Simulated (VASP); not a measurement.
# Cr (Fd-3m) in VASP: a series of runs

Runs on Cr. Level: PBEsol. Tasks: single point, relaxation of cell and atoms.

Program: VASP 6.6.1. These are calculated values, not measurements. Logs are shortened: lines on timing, memory, paths and dates and some standing lists are left out, and cuts for length are marked.

### 1 The cell of the first run

It takes space group Fd-3m (No. 227, cubic). The conventional cell has a = 5.013 Å, b = 5.013 Å, c = 5.013 Å, α = 90.00°, β = 90.00°, γ = 90.00°. Within 2.9 Å of Cr (site symmetry -43m) lie 4 Cr at 2.17 Å.

This isn't the form of Cr at room conditions, which is bcc.

### 2 Single point, PBEsol

INCAR

```
PREC = Accurate ; ENCUT = 520
EDIFF = 1E-6 ; ISMEAR = -1
SIGMA = 0.1 ; LREAL = F
LASPH = T ; NELM = 80
ALGO = Normal ; ISIF = 2
LWAVE = F ; LCHARG = T
GGA = PS ; LELF = T
LVHAR = T ; NBANDS = 19
```

KPOINTS

```
Automatic mesh
0
Gamma
  18 18 18
```

POSCAR

```
Cr
1.0
    0.0000000000      2.5065700399      2.5065700399
    2.5065700399      0.0000000000      2.5065700399
    2.5065700399      2.5065700399      0.0000000000
Cr
2
Direct
    0.1250000000      0.1250000000      0.1250000000
    0.8750000000      0.8750000000      0.8750000000
```

Potentials or basis: VASP PAW PBE potentials, release 64 (Cr_pv).

The run is started by

```bash
> cat potpaw_PBE.64/Cr_pv/POTCAR > POTCAR
> mpirun -np 1 vasp_std > vasp.out
```

OUTCAR:

```text
PREC = Accurate
   ENCUT = 520
   EDIFF = 1E-6
   ISMEAR = -1
   LREAL = F
   LASPH = T
   NELM = 80
   ISIF = 2
   GGA = PS

 ion  position               nearest neighbor table
   1  0.125  0.125  0.125-   2 2.17   2 2.17   2 2.17   2 2.17
   2  0.875  0.875  0.875-   1 2.17   1 2.17   1 2.17   1 2.17

  LATTYP: Found a face centered cubic cell.
 ALAT       =     5.0131400798

  Lattice vectors:

 A1 = (   0.0000000000,   2.5065700399,   2.5065700399)
 A2 = (   2.5065700399,   0.0000000000,   2.5065700399)
 A3 = (   2.5065700399,   2.5065700399,   0.0000000000)

Analysis of symmetry for initial positions (statically):
=====================================================================
 Subroutine PRICEL returns:
 Original cell was already a primitive cell.

 Routine SETGRP: Setting up the symmetry group for a
 face centered cubic supercell.

 Subroutine GETGRP returns: Found 48 space group operations
 (whereof 12 operations were pure point group operations)
 out of a pool of 48 trial point group operations.

The static configuration has the point symmetry D_3d.
 The point group associated with its full space group is O_h .

Analysis of symmetry for dynamics (positions and initial velocities):
=====================================================================
 Subroutine PRICEL returns:
 Original cell was already a primitive cell.

 Routine SETGRP: Setting up the symmetry group for a
 face centered cubic supercell.

 Subroutine GETGRP returns: Found 48 space group operations
 (whereof 12 operations were pure point group operations)
 out of a pool of 48 trial point group operations.

The dynamic configuration has the point symmetry D_3d.
 The point group associated with its full space group is O_h .

 Subroutine INISYM returns: Found 48 space group operations
 (whereof 12 operations are pure point group operations),
 and found     1 'primitive' translations

----------------------------------------------------------------------------------------

                                     Primitive cell

  volume of cell :      31.4970

  direct lattice vectors                    reciprocal lattice vectors
     0.000000000  2.506570040  2.506570040    -0.199475774  0.199475774  0.199475774
     2.506570040  0.000000000  2.506570040     0.199475774 -0.199475774  0.199475774
     2.506570040  2.506570040  0.000000000     0.199475774  0.199475774 -0.199475774

  length of vectors
     3.544825345  3.544825345  3.544825345     0.345502176  0.345502176  0.345502176

  position of ions in fractional coordinates (direct lattice)
     0.125000000  0.125000000  0.125000000
     0.875000000  0.875000000  0.875000000

  ion indices of the primitive-cell ions
   primitive index   ion index
                 1           1
                 2           2

----------------------------------------------------------------------------------------

 KPOINTS: Automatic mesh

Automatic generation of k-mesh.
 Grid dimensions read from file:
 generate k-points for:   18   18   18

 Generating k-lattice:

  Cartesian coordinates                     Fractional coordinates (reciprocal lattice)
    -0.011081987  0.011081987  0.011081987     0.055555556  0.000000000  0.000000000
     0.011081987 -0.011081987  0.011081987     0.000000000  0.055555556  0.000000000
     0.011081987  0.011081987 -0.011081987     0.000000000  0.000000000  0.055555556

  Length of vectors
     0.019194565  0.019194565  0.019194565

  Shift w.r.t. Gamma in fractional coordinates (k-lattice)
     0.000000000  0.000000000  0.000000000

 Subroutine IBZKPT returns following result:
 ===========================================

 Found    195 irreducible k-points:

 Following reciprocal coordinates:
            Coordinates               Weight
  0.000000  0.000000  0.000000      1.000000
  0.055556  0.000000  0.000000      8.000000
  0.111111  0.000000  0.000000      8.000000
  0.166667  0.000000  0.000000      8.000000
  0.222222  0.000000  0.000000      8.000000
  0.277778  0.000000  0.000000      8.000000
[... 16 lines left out ...]
 -0.277778  0.055556  0.000000     24.000000
 -0.222222  0.055556  0.000000     24.000000
 [... further k-points ...]
   k-points           NKPTS =    195   k-points in BZ     NKDIM =    195   number of bands    NBANDS=     19
   number of dos      NEDOS =    301   number of ions     NIONS =      2
   total plane-waves  NPLWV =  21952
   dimension x,y,z NGX =    28 NGY =   28 NGZ =   28
   dimension x,y,z NGXF=    56 NGYF=   56 NGZF=   56
   ions per type =               2
   NGX,Y,Z   is equivalent  to a cutoff of  13.13, 13.13, 13.13 a.u.
   NGXF,Y,Z  is equivalent  to a cutoff of  26.26, 26.26, 26.26 a.u.
 SYSTEM =  unknown system
   PREC   = accura    normal or accurate (medium, high low for compatibility)
   ISTART =      0    job   : 0-new  1-cont  2-samecut
   ICHARG =      2    charge: 1-file 2-atom 10-const
   ISPIN  =      1    spin polarized calculation?
   LNONCOLLINEAR =      F non collinear calculations
   LSORBIT =      F    spin-orbit coupling
   LASPH  =      T    aspherical Exc in radial PAW
   ENCUT  =  520.0 eV  38.22 Ry    6.18 a.u.   6.59  6.59  6.59*2*pi/ulx,y,z
   NELM   =     80;   NELMIN=  2; NELMDL= -5     # of ELM steps
   EDIFF  = 0.1E-05   stopping-criterion for ELM
   LREAL  =      F    real-space projection
   EDIFFG = 0.1E-04   stopping-criterion for IOM
   NSW    =      0    number of steps for IOM
   IBRION =     -1    ionic relax: 0-MD 1-quasi-New 2-CG
   NFREE  =      0    steps in history (QN), initial steepest desc. (CG)
   ISIF   =      2    stress and relaxation
   ISYM   =      2    0-nonsym 1-usesym 2-fastsym
   POTIM  = 0.5000    time-step for ionic-motion
   TEBEG  =    0.0;   TEEND  =   0.0 temperature during run
   PSTRESS=    0.0 pullay stress
   NELECT =      24.0000    total number of electrons
   NUPDOWN=      -1.0000    fix difference up-down
   EMIN   =  10.00;   EMAX   =-10.00  energy-range for DOS
   EFERMI =   0.00;   METHOD = LEGACY
   ISMEAR =    -1;   SIGMA  =   0.10  broadening in eV -4-tet -1-fermi 0-gaus
   EFERMI_NEDOS =   21; number of points for ismear=-14 and -15
   IALGO  =     38    algorithm
   IMIX   =      4    mixing-type and parameters
     AMIX     =   0.40;   BMIX     =  1.00
     AMIX_MAG =   1.60;   BMIX_MAG =  1.00
  volume/ion in A,a.u.               =      15.75       106.28
  Fermi-wavevector in a.u.,A,eV,Ry     =   1.495278  2.825667 30.420689  2.235858
  Thomas-Fermi vector in A             =   2.607444
   LORBIT       =      0    0 simple, 1 ext, 2 COOP (PROOUT), +10 PAW based schemes
   GGA     = PS    functional components
   LHFCALC =     F    Hartree Fock is set to
   AEXX    =    0.0000 exact exchange contribution
   IVDW    =     0    specifies the selected vdW correction
   LEPSILON=     F    determine dielectric tensor
   LRPA    =     F    only Hartree local field effects (RPA)
 non-spin polarized calculation
  energy-cutoff  :      520.00
  volume of cell :       31.50
 maximum number of plane-waves:       877
   NGX = 13   NGY = 13   NGZ = 13

 number of electron      24.0000012 magnetization

 Free energy of the ion-electron system (eV)
  ---------------------------------------------------
  ext. energy  EPLUGINS =         0.00000000
  ---------------------------------------------------
  free energy    TOTEN  =       -16.00921603 eV

  energy without entropy =      -15.88235047  energy(sigma->0) =      -15.94578325

 E-fermi :   6.6292     XC(G=0): -11.7352

 val. band max:        6.6230209409   @ k =   0.3889   0.1667   0.0000
 cond. band min:       6.6303650119   @ k =  -0.2778   0.2778   0.0556
 fundamental gap:      0.0073440710
 Fermi energy:         6.6291764664

 k-point     1 :       0.0000    0.0000    0.0000
  band No.  band energies     occupation
      1     -35.9346      2.00000
      2     -35.9346      2.00000
      3     -35.9346      2.00000
      4     -35.0190      2.00000
      5     -35.0190      2.00000
      6     -35.0190      2.00000
[... 11 lines left out ...]
     18      15.0285      0.00000
     19      15.0292      0.00000

 k-point     2 :       0.0556    0.0000    0.0000
  band No.  band energies     occupation
      1     -35.9384      2.00000
      2     -35.9384      2.00000
      3     -35.9348      2.00000
      4     -35.0195      2.00000
      5     -35.0151      2.00000
      6     -35.0151      2.00000
[... 11 lines left out ...]
     18      15.0284      0.00000
     19      15.0292      0.00000

 k-point     3 :       0.1111    0.0000    0.0000
  band No.  band energies     occupation
      1     -35.9492      2.00000
      2     -35.9492      2.00000
      3     -35.9357      2.00000
      4     -35.0209      2.00000
      5     -35.0040      2.00000
      6     -35.0040      2.00000
[... 11 lines left out ...]
     18      15.0284      0.00000
     19      15.0292      0.00000

 k-point     4 :       0.1667    0.0000    0.0000
  band No.  band energies     occupation
      1     -35.9653      2.00000
      2     -35.9653      2.00000
      3     -35.9372      2.00000
      4     -35.0229      2.00000
      5     -34.9876      2.00000
      6     -34.9876      2.00000
[... 11 lines left out ...]
     18      15.0291      0.00000
     19      15.0317      0.00000

 k-point     5 :       0.2222    0.0000    0.0000
  band No.  band energies     occupation
      1     -35.9843      2.00000
      2     -35.9843      2.00000
      3     -35.9394      2.00000
      4     -35.0249      2.00000
      5     -34.9681      2.00000
      6     -34.9681      2.00000
[... 11 lines left out ...]
     18      15.0284      0.00000
     19      15.0290      0.00000
[... 334 lines left out ...]
      2     -36.0378      2.00000
      3     -35.9240      2.00000
      4     -35.0490      2.00000
      5     -34.9133      2.00000
      6     -34.8923      2.00000
[... 11 lines left out ...]
     18      11.5926      0.00000
     19      15.0291      0.00000

 k-point    22 :      -0.3333    0.0556    0.0000
  band No.  band energies     occupation
      1     -36.0512      2.00000
      2     -36.0233      2.00000
      3     -35.9241      2.00000
      4     -35.0467      2.00000
      5     -34.9280      2.00000
      6     -34.9037      2.00000
[... 11 lines left out ...]
     18      12.5359      0.00000
     19      15.0291      0.00000

 k-point    23 :      -0.2778    0.0556    0.0000
  band No.  band energies     occupation
      1     -36.0343      2.00000
      2     -36.0054      2.00000
      3     -35.9243      2.00000
      4     -35.0435      2.00000
      5     -34.9464      2.00000
      6     -34.9202      2.00000
[... 11 lines left out ...]
     18      13.6921      0.00000
     19      15.0288      0.00000

 k-point    24 :      -0.2222    0.0556    0.0000
  band No.  band energies     occupation
      1     -36.0137      2.00000
      2     -35.9858      2.00000
      3     -35.9250      2.00000
      4     -35.0394      2.00000
      5     -34.9664      2.00000
      6     -34.9404      2.00000
[... 11 lines left out ...]
     18      14.9794      0.00000
     19      15.0321      0.00000

 [... further k-points ...]

------------------------ aborting loop because EDIFF is reached ----------------------------------------

  FORCE on cell =-STRESS in cart. coord.  units (eV):
  Direction    XX          YY          ZZ          XY          YZ          ZX
  --------------------------------------------------------------------------------------
  -------------------------------------------------------------------------------------
  Total        0.0566645      0.0566645      0.0566645      0.0000000      0.0000000     -0.0000000
  in kB        2.8823844      2.8823844      2.8823844      0.0000000      0.0000000     -0.0000000
  external PRESSURE =       2.8823844 kB  Pullay stress =       0.0000000 kB

 VOLUME and BASIS-vectors are now :
 -----------------------------------------------------------------------------
  energy-cutoff  :      520.00
  volume of cell :       31.50
      direct lattice vectors                 reciprocal lattice vectors
     0.000000000  2.506570040  2.506570040    -0.199475774  0.199475774  0.199475774
     2.506570040  0.000000000  2.506570040     0.199475774 -0.199475774  0.199475774
     2.506570040  2.506570040  0.000000000     0.199475774  0.199475774 -0.199475774

 POSITION                                       TOTAL-FORCE (eV/Angst)
 -----------------------------------------------------------------------------------
      0.62664      0.62664      0.62664         0.000000     -0.000000      0.000000
      4.38650      4.38650      4.38650        -0.000000      0.000000     -0.000000
 -----------------------------------------------------------------------------------
    total drift:                                0.000000     -0.000000     -0.000000

  FREE ENERGIE OF THE ION-ELECTRON SYSTEM (eV)
  ---------------------------------------------------
  free  energy   TOTEN  =       -16.0092160338 eV

  energy  without entropy=      -15.8823504701  energy(sigma->0) =      -15.94578325
```

Wall time 2.7 min (1 thread of Intel Xeon 8259CL, shared host); peak memory 0.23 GiB.

Results:

| Quantity | Value |
| --- | --- |
| Free energy | -16.0092 eV |
| Pressure | 0.3 GPa |
| Band gap on the k mesh | zero (bands 12 and 13 overlap by 0.58 eV) |

Caveat: the PAW data sets were made with another functional, which shifts forces and pressure a little; the run has no spin polarisation, though such a crystal can be magnetic. Spin polarisation is off, so any magnetic state and its effect on volume and gap are missing.

(Part 1 of 2 ends here.)

The gap in the log of VASP goes by the Fermi energy; the results here count the filled bands.